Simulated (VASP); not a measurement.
B32N31 (a cell with a defect): single point with PBEsol

B32N31 (a cell with a defect):

```
B N
1.0
     7.21159    0.00000    0.00000
     0.00000    7.21159    0.00000
     0.00000    0.00000    7.21159
B N
32 31
Direct
  0.00000 0.00018 0.00065
  0.99466 0.99482 0.50179
  0.00233 0.50070 0.99976
  0.00033 0.49924 0.49720
  0.50052 0.00252 0.99976
  0.49912 0.00044 0.49720
  0.50324 0.50344 0.99537
  0.50201 0.50212 0.48803
  0.25162 0.25180 0.99787
  0.25107 0.25120 0.49763
  0.25198 0.75194 0.99765
  0.24961 0.75054 0.49893
  0.75179 0.25217 0.99760
  0.75041 0.24974 0.49890
  0.75063 0.75082 0.00005
  0.70434 0.70418 0.55575
  0.24886 0.00014 0.24941
  0.24979 0.00230 0.74898
  0.25021 0.50077 0.24721
  0.25381 0.50301 0.74633
  0.74766 0.99541 0.25430
  0.75162 0.00039 0.75037
  0.75190 0.49995 0.24988
  0.76228 0.50701 0.74296
  0.99998 0.24901 0.24941
  0.00214 0.24997 0.74897
  0.99525 0.74784 0.25429
  0.00019 0.75181 0.75041
  0.50060 0.25036 0.24718
  0.50282 0.25399 0.74632
  0.49979 0.75210 0.24991
  0.50648 0.76251 0.74330
  0.12567 0.12584 0.12430
  0.12539 0.12553 0.62407
  0.12624 0.62540 0.12396
  0.12616 0.62616 0.62394
  0.62522 0.12645 0.12392
  0.62603 0.12632 0.62393
  0.62623 0.62642 0.12406
  0.37702 0.37719 0.12171
  0.37956 0.37972 0.62140
  0.37440 0.87676 0.12328
  0.37309 0.87965 0.62362
  0.87659 0.37456 0.12326
  0.87954 0.37328 0.62354
  0.87460 0.87478 0.12670
  0.87234 0.87250 0.63266
  0.37433 0.12710 0.37311
  0.37670 0.12831 0.87315
  0.37333 0.62603 0.37108
  0.38103 0.62850 0.86879
  0.87439 0.12339 0.37552
  0.87669 0.12697 0.87550
  0.87385 0.61720 0.37648
  0.87972 0.62628 0.87721
  0.12696 0.37448 0.37312
  0.12814 0.37687 0.87315
  0.12325 0.87454 0.37552
  0.12678 0.87687 0.87552
  0.62586 0.37347 0.37099
  0.62825 0.38132 0.86871
  0.61701 0.87406 0.37644
  0.62601 0.87995 0.87728
```

| Item | Value |
| --- | --- |
| Program | VASP 6.6.1 |
| Task | single point |
| Functional | PBEsol |
| Potentials or basis | VASP PAW PBE potentials, release 64 (B, N) |
| Cutoff | 520 eV |
| k mesh | 1 × 1 × 1, shifted |
| Occupations | fermi-dirac, width 0.05 eV |
| Spin | collinear spin |
| Dipole correction | no |
| Charge | -1 |
| Further INCAR settings | LREAL = Auto; ALGO = Normal; EDIFF = 1e-06; NBANDS = 166; ISYM = -1; NELECT = 252.0 |

```
Largest force                                         : 0.037 eV/Å
Net moment                                            : 2.00 μB per cell
Site moments                                          : B +0.00, +0.01, +0.24, -0.00, +0.19, +0.20 (each value once); N +0.00, +0.01, -0.00, +0.03, +0.06, +0.07, +0.02 (each value once) μB
Valence electrons inside the program's atomic spheres : B 2.05, 2.02, 2.07, 2.08, 1.98, 2.06, 2.04, 1.61, 1.96 (each value once); N 3.97, 3.96, 3.95, 3.98, 3.93, 3.94, 3.92 (each value once)
```

Forces in eV/Å, atoms in the order of the input:
```
B    0.000  0.001 -0.002
B    0.002 -0.002  0.004
B    0.002  0.001  0.000
B    0.000  0.004  0.002
B   -0.001  0.008  0.005
B   -0.001  0.004  0.008
B   -0.005 -0.007  0.000
B    0.018  0.018 -0.008
B    0.002  0.000  0.014
B   -0.004 -0.002  0.009
B   -0.002 -0.008 -0.002
B    0.009 -0.002  0.005
B   -0.017  0.006 -0.007
B   -0.005  0.019  0.002
B   -0.003  0.003 -0.010
B    0.006  0.010 -0.016
B    0.003  0.002  0.006
B    0.000  0.003  0.012
B    0.002 -0.006 -0.001
B   -0.003 -0.001  0.017
B   -0.007 -0.002  0.000
B   -0.005  0.012  0.006
B   -0.005  0.007  0.000
B   -0.027 -0.005  0.009
B    0.003  0.005  0.005
B    0.001  0.002  0.009
B   -0.005 -0.006  0.005
B    0.022  0.000 -0.001
B   -0.005  0.004 -0.001
B    0.005  0.001  0.020
B    0.004 -0.009  0.000
B    0.025 -0.024 -0.007
N    0.002  0.003 -0.007
N   -0.004  0.000 -0.005
N   -0.004  0.005 -0.006
N   -0.012  0.004  0.002
N    0.008 -0.006 -0.005
N   -0.001 -0.010  0.000
N   -0.001 -0.003  0.008
N   -0.001  0.002 -0.007
N   -0.005 -0.002  0.002
N    0.003 -0.001  0.000
N   -0.002  0.002 -0.013
N    0.001  0.007  0.003
N   -0.009 -0.004 -0.001
N    0.000  0.000 -0.002
N   -0.020 -0.017 -0.026
N   -0.002 -0.005 -0.007
N    0.003 -0.004 -0.008
N    0.008 -0.004 -0.002
N    0.006 -0.007 -0.005
N    0.002 -0.001 -0.006
N    0.003 -0.004 -0.006
N   -0.009  0.017  0.004
N   -0.002 -0.007  0.020
N   -0.005 -0.001 -0.013
N   -0.006  0.008 -0.009
N   -0.003  0.004 -0.004
N   -0.002  0.002 -0.006
N    0.000  0.004  0.012
N    0.009  0.004 -0.010
N    0.023 -0.011  0.004
N    0.011 -0.012  0.007
```

Levels at points of the mesh, in eV from the Fermi level:
Spin up:
```csv
k point,band 124,band 125,band 126,band 127,band 128,band 129,band 130,band 131
"(0.25, 0.25, 0.25)",-3.68,-3.66,-0.52,-0.43,2.26,2.35,2.43,2.98
```
Spin down:
```csv
k point,band 123,band 124,band 125,band 126,band 127,band 128
"(0.25, 0.25, 0.25)",-3.95,-3.66,-3.53,0.45,0.47,2.36
```

It took 5.3 min on 1 thread of Intel(R) Xeon(R) Platinum 8488C (Sapphire Rapids) (shared host), peak memory 0.54 GiB.

Caveat: the cell carries a net charge on a neutralising background, which shifts energy and pressure; the cell is charged against a uniform background, so pressure and absolute levels hang on convention; the PAW data sets were made with another functional, which shifts forces and pressure a little.
